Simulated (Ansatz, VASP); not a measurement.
**CsI: VASP beside Ansatz**

File POSCAR:

```
CsI
1.0
    4.5667000000      0.0000000000      0.0000000000
    0.0000000000      4.5667000000      0.0000000000
    0.0000000000      0.0000000000      4.6466172500
Cs I
1 1
Direct
    0.0000000000      0.0000000000      0.0000000000
    0.5000000000      0.5000000000      0.5000000000
```

File INCAR.step1:

```
SYSTEM = CsI
ALGO = Normal
EDIFF = 1E-5
ENCUT = 550
GGA = PE
GGA_COMPAT = .FALSE.
ISMEAR = 0
LASPH = .TRUE.
LCHARG = .FALSE.
LREAL = .FALSE.
LWAVE = .TRUE.
NBANDS = 15
NELM = 120
PREC = Accurate
SIGMA = 0.05
```

The input INCAR.step2:

```
SYSTEM = CsI
ALGO = Normal
EDIFF = 1E-6
ENCUT = 550
GGA_COMPAT = .FALSE.
ISIF = 2
ISMEAR = 0
ISTART = 1
LASPH = .TRUE.
LCHARG = .TRUE.
LELF = .TRUE.
LMIXTAU = .TRUE.
LREAL = .FALSE.
LVHAR = .TRUE.
LWAVE = .FALSE.
METAGGA = R2SCAN
NBANDS = 15
NELM = 120
PREC = Accurate
SIGMA = 0.05
```

Contents of KPOINTS:

```
k-points
0
G
  6 6 6
  0 0 0
```

Input for Ansatz:

```yaml
crystal:
  lattice:
    - [4.5667, 0.0, 0.0]
    - [0.0, 4.5667, 0.0]
    - [0.0, 0.0, 4.64661725]
  atoms:
    - { symbol: Cs, position: [0.0, 0.0, 0.0] }
    - { symbol: I, position: [0.5, 0.5, 0.5] }
basis:
  ecutwfc: 500
kpoints:
  mp_grid: { grid: [6, 6, 6] }
hamiltonian:
  xc: r2scan
scf:
  occupations: { method: gaussian, width: 0.05 }
output:
  forces: true
  stress: true
  eigenvalues: true
```

Change from the starting cell: strain +0.0175 x Voigt [0, 0, 1, 0, 0, 0], atoms carried along.

Alike in both runs: task single point; functional r2SCAN; k mesh 6 × 6 × 6; occupations gaussian, width 0.05 eV; no spin polarisation.

|  | VASP | Ansatz |
| --- | --- | --- |
| version | VASP 6.6.1 | Ansatz 0.2.0 |
| potentials or method | VASP PAW PBE potentials, release 64 (Cs_sv, I), cutoff 550 eV | scalar-relativistic, plane waves, PAW |
| valence electrons in the cell | 16 | 26 |

```tsv
	VASP	Ansatz	Ansatz less VASP
gap on the k mesh at the Fermi level (eV)	4.48	4.50	+0.017
least direct gap on the mesh (eV)	4.57	4.59	+0.015
pressure (GPa)	0.2	0.1	-0.03
traceless stress, the component that is largest in VASP (GPa)	-0.21	-0.21	0.000
```

VASP's potentials were made for PBE, not for r2SCAN. With one functional, cell and mesh, what is left measures potentials, basis and numerics. VASP's potentials hold 16 valence electrons a cell and Ansatz's 26, so a difference there can come from the potentials and not from the codes.

Spin-orbit coupling is off throughout.
